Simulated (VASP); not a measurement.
Set up this calculation in VASP 6.6.1, as the native input.

* Task: relaxation of cell and atoms
* Functional: PBE
* Potentials or basis: VASP PAW PBE potentials, release 64 (Pd)
* Cutoff: 600 eV
* k mesh: 26 × 26 × 26
* Occupations: gaussian, width 0.1 eV
* Spin: no spin polarisation
* Dipole correction: no
* Further INCAR settings: ALGO = Normal; EDIFF = 1e-06; IBRION = 2; EDIFFG = -0.01; NSW = 100; ISIF = 3

The structure of Pd lies in POSCAR:

```
Pd
1.0
   -1.6387741144      1.6387741144      1.4361347215
    1.6387741144     -1.6387741144      1.4361347215
    1.6387741144      1.6387741144     -1.4361347215
Pd
1
Direct
    0.0000000000      0.0000000000      0.0000000000
```

One way to write it, as run:

INCAR

```
SYSTEM = Pd
PREC = Accurate
ENCUT = 600
EDIFF = 1E-6
ISMEAR = 0
SIGMA = 0.1
LREAL = .FALSE.
LASPH = .TRUE.
NELM = 100
ALGO = Normal
ISIF = 3
LWAVE = .FALSE.
LCHARG = .FALSE.
GGA = PE
IBRION = 2
NSW = 100
EDIFFG = -0.01
```

KPOINTS

```
Automatic mesh
0
G
  26 26 26
  0 0 0
```

Potentials or basis: VASP PAW PBE potentials, release 64 (Pd).

Run with:

```sh
$ cat potpaw_PBE.64/Pd/POTCAR > POTCAR
$ mpirun -np 1 vasp_std > vasp.out
```

Results of the run:

* Relaxed volume: 15.42 Å³/atom
* Relaxed cell: a = 2.725 Å, b = 2.725 Å, c = 2.725 Å, α = 106.28°, β = 106.28°, γ = 116.05°
* Space group after relaxing (to 0.05 Å): I4/mmm (No. 139)
* Energy gained by relaxing: 0.1 meV/atom
* Ionic steps: 7
* Pressure after relaxing: 0.0 GPa
* Band gap on the k mesh: zero (band 5 reaches 9.55 eV, above the bottom of band 6 at 8.07 eV)

Run time: 3.6 min on 1 thread of Intel(R) Xeon(R) 6975P-C (Granite Rapids) (shared host), peak memory 0.39 GiB.
